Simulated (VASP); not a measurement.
# NaH (I4/mmm) in VASP: a series of runs, part 2 of 2

VASP 6.6.1. The steps go on from the part before.

### Step 3. Single point, HSE06 (uniaxial z strain -4.8%)

File POSCAR:

```
NaH
1.0
    0.0000000000      2.3975116422      2.2829105857
    2.3975116422      0.0000000000      2.2829105857
    2.3975116422      2.3975116422      0.0000000000
Na H
1 1
Direct
    0.0000000000      0.0000000000      0.0000000000
    0.5000000000      0.5000000000      0.5000000000
```

File INCAR.step1:

```
SYSTEM = NaH
  PREC = Accurate
  ENCUT = 520
  EDIFF = 1E-5
  ISMEAR = 0
  SIGMA = 0.01
  LREAL = .False.
  LASPH = .True.
  NELM = 80
  ALGO = Normal
  ISIF = 2
  LWAVE = .True.
  LCHARG = .False.
  NBANDS = 11
  GGA = PE
```

File INCAR.step2:

```
SYSTEM = NaH
  PREC = Accurate
  ENCUT = 520
  EDIFF = 1E-6
  ISMEAR = 0
  SIGMA = 0.01
  LREAL = .False.
  LASPH = .True.
  NELM = 80
  ALGO = Normal
  ISIF = 2
  LWAVE = .False.
  LCHARG = .False.
  GGA = PE
  LHFCALC = .True.
  HFSCREEN = 0.2079
  PRECFOCK = Normal
  NBANDS = 11
  ISTART = 1
```

File KPOINTS:

```
Automatic mesh
0
Gamma
  6 6 6
  0 0 0
```

Potentials or basis: VASP PAW PBE potentials, release 64 (Na_pv, H).

The run is started by

```sh
cat potpaw_PBE.64/Na_pv/POTCAR potpaw_PBE.64/H/POTCAR > POTCAR
cp INCAR.step1 INCAR
mpirun -np 1 vasp_std > vasp.out
cp INCAR.step2 INCAR
mpirun -np 1 vasp_std > vasp.out
```

OUTCAR:

```text
SYSTEM = NaH
   PREC = Accurate
   ENCUT = 520
   EDIFF = 1E-6
   ISMEAR = 0
   LREAL = .False.
   LASPH = .True.
   NELM = 80
   ISIF = 2
   GGA = PE
   LHFCALC = .True.
   HFSCREEN = 0.2079
   PRECFOCK = Normal
   ISTART = 1

 ion  position               nearest neighbor table
   1  0.000  0.000  0.000-
   2  0.500  0.500  0.500-

  LATTYP: Found a body centered tetragonal cell.
 ALAT       =     3.3905934803
 C/A-ratio  =     1.3466141541

  Lattice vectors:

 A1 = (   0.0000000000,  -2.3975116422,  -2.2829105857)
 A2 = (   0.0000000000,   2.3975116422,  -2.2829105857)
 A3 = (   2.3975116422,   0.0000000000,   2.2829105857)

Analysis of symmetry for initial positions (statically):
=====================================================================
 Subroutine PRICEL returns:
 Original cell was already a primitive cell.

 Routine SETGRP: Setting up the symmetry group for a
 body centered tetragonal supercell.

 Subroutine GETGRP returns: Found 16 space group operations
 (whereof 16 operations were pure point group operations)
 out of a pool of 16 trial point group operations.

The static configuration has the point symmetry D_4h.

Analysis of symmetry for dynamics (positions and initial velocities):
=====================================================================
 Subroutine PRICEL returns:
 Original cell was already a primitive cell.

 Routine SETGRP: Setting up the symmetry group for a
 body centered tetragonal supercell.

 Subroutine GETGRP returns: Found 16 space group operations
 (whereof 16 operations were pure point group operations)
 out of a pool of 16 trial point group operations.

The dynamic configuration has the point symmetry D_4h.

 Subroutine INISYM returns: Found 16 space group operations
 (whereof 16 operations are pure point group operations),
 and found     1 'primitive' translations

----------------------------------------------------------------------------------------
[... 123 lines left out ...]
   NKREDY  =     1    reduce k-point grid by
   NKREDZ  =     1    reduce k-point grid by
   AEXX    =    0.2500 exact exchange contribution
   HFSCREEN=    0.2079 screening length (either q_TF or 0.3 A-1)
   HFSCREENC=   0.2079 screening length for correlation (either q_TF or 0.3 A-1)
   ENCUTFOCK=  -1.0 apply spherical cutoff to Coloumb kernel
   IVDW    =     0    specifies the selected vdW correction
   LEPSILON=     F    determine dielectric tensor
   LRPA    =     F    only Hartree local field effects (RPA)
 non-spin polarized calculation
 Gauss-broadening in eV      SIGMA  =   0.01
  energy-cutoff  :      520.00
  volume of cell :       26.24
 maximum number of plane-waves:       720
 NGX is ok and might be reduce to    28
  NGX = 20; NGY = 20; NGZ = 20

 number of electron       8.0000001 magnetization

 Free energy of the ion-electron system (eV)
  ---------------------------------------------------
  ext. energy  EPLUGINS =         0.00000000
  ---------------------------------------------------
  free energy    TOTEN  =        -5.74946262 eV

  energy without entropy =       -5.74946262  energy(sigma->0) =       -5.74946262

 E-fermi :  -1.5004     XC(G=0):  -6.7084

 val. band max:       -1.5901641743   @ k =  -0.3333   0.5000   0.1667
 cond. band min:       3.3232305539   @ k =   0.5000   0.0000   0.0000
 fundamental gap:      4.9133947281
 Fermi energy:        -1.5004433921

 k-point     1 :       0.0000    0.0000    0.0000
  band No.  band energies     occupation
      1     -25.8885      2.00000
      2     -25.8885      2.00000
      3     -25.8749      2.00000
      4      -5.8068      2.00000
      5      10.9912      0.00000
      6      15.8957      0.00000
      7      15.8957      0.00000
      8      16.1345      0.00000
      9      17.1097      0.00000
     10      17.1097      0.00000
     11      17.2344      0.00000
[... 309 lines left out ...]
 k-point    24 :       0.5000    0.0000    0.3333
  band No.  band energies     occupation
      1     -25.9760      2.00000
      2     -25.9258      2.00000
      3     -25.9097      2.00000
      4      -2.1903      2.00000
      5       4.6739      0.00000
      6       7.7768      0.00000
      7      11.4689      0.00000
      8      12.1559      0.00000
      9      15.7736      0.00000
     10      22.2920      0.00000
     11      23.8738      0.00000

 [... further k-points ...]
[... 5 lines left out ...]
  --------------------------------------------------------------------------------------
  -------------------------------------------------------------------------------------
  Total        0.1409614      0.1409614      0.5108918      0.0000000      0.0000000      0.0000000
  in kB        8.6053893      8.6053893     31.1888381      0.0000000      0.0000000      0.0000000
  external PRESSURE =      16.1332056 kB  Pullay stress =       0.0000000 kB

 VOLUME and BASIS-vectors are now :
 -----------------------------------------------------------------------------
  energy-cutoff  :      520.00
  volume of cell :       26.24
      direct lattice vectors                 reciprocal lattice vectors
     0.000000000  2.397511642  2.282910586    -0.208549561  0.208549561  0.219018652
     2.397511642  0.000000000  2.282910586     0.208549561 -0.208549561  0.219018652
     2.397511642  2.397511642  0.000000000     0.208549561  0.208549561 -0.219018652

 POSITION                                       TOTAL-FORCE (eV/Angst)
 -----------------------------------------------------------------------------------
      0.00000      0.00000      0.00000         0.000000      0.000000     -0.000000
      2.39751      2.39751      2.28291         0.000000      0.000000      0.000000
 -----------------------------------------------------------------------------------
    total drift:                                0.000000      0.000000      0.000008

  FREE ENERGIE OF THE ION-ELECTRON SYSTEM (eV)
  ---------------------------------------------------
  free  energy   TOTEN  =        -5.7494626152 eV

  energy  without entropy=       -5.7494626152  energy(sigma->0) =       -5.74946262
```

OSZICAR.step1:

```text
N       E                     dE             d eps       ncg     rms          rms(c)
DAV:   1     0.374739705222E+02    0.37474E+02   -0.46716E+03   660   0.802E+02
DAV:   2    -0.420747519564E+01   -0.41681E+02   -0.41169E+02   695   0.202E+02
DAV:   3    -0.550046680379E+01   -0.12930E+01   -0.12910E+01   805   0.329E+01
DAV:   4    -0.550764204776E+01   -0.71752E-02   -0.71747E-02   790   0.242E+00
DAV:   5    -0.550770215296E+01   -0.60105E-04   -0.60105E-04   741   0.231E-01    0.326E+00
DAV:   6    -0.516377087913E+01    0.34393E+00   -0.31711E-01   793   0.290E+00    0.153E+00
DAV:   7    -0.506599273272E+01    0.97778E-01   -0.32194E-01   735   0.226E+00    0.344E-01
DAV:   8    -0.507025704092E+01   -0.42643E-02   -0.96776E-03   723   0.100E+00    0.672E-02
DAV:   9    -0.507025280860E+01    0.42323E-05   -0.10491E-03   779   0.358E-01    0.231E-02
DAV:  10    -0.507023509152E+01    0.17717E-04   -0.57758E-05   744   0.500E-02    0.404E-03
DAV:  11    -0.507023755856E+01   -0.24670E-05   -0.52984E-06   717   0.110E-02
   1 F= -.50702376E+01 E0= -.50702376E+01  d E =-.171888E-43
```

It took 11 min on 1 thread of AMD EPYC 7R13 (Zen 3), shared host; peak memory 0.23 GiB.

Results:

- Free energy: -5.7495 eV
- Pressure: 1.6 GPa
- Band gap on the k mesh: 4.91 eV, indirect (least direct gap 5.92 eV)

Stress tensor (GPa, compression positive):
```
0.86 0.00 0.00
0.00 0.86 0.00
0.00 0.00 3.12
```

Caveat: the cell differs from its parent crystal (uniaxial z strain -4.8%); the PAW data sets were made with another functional, which shifts forces and pressure a little.
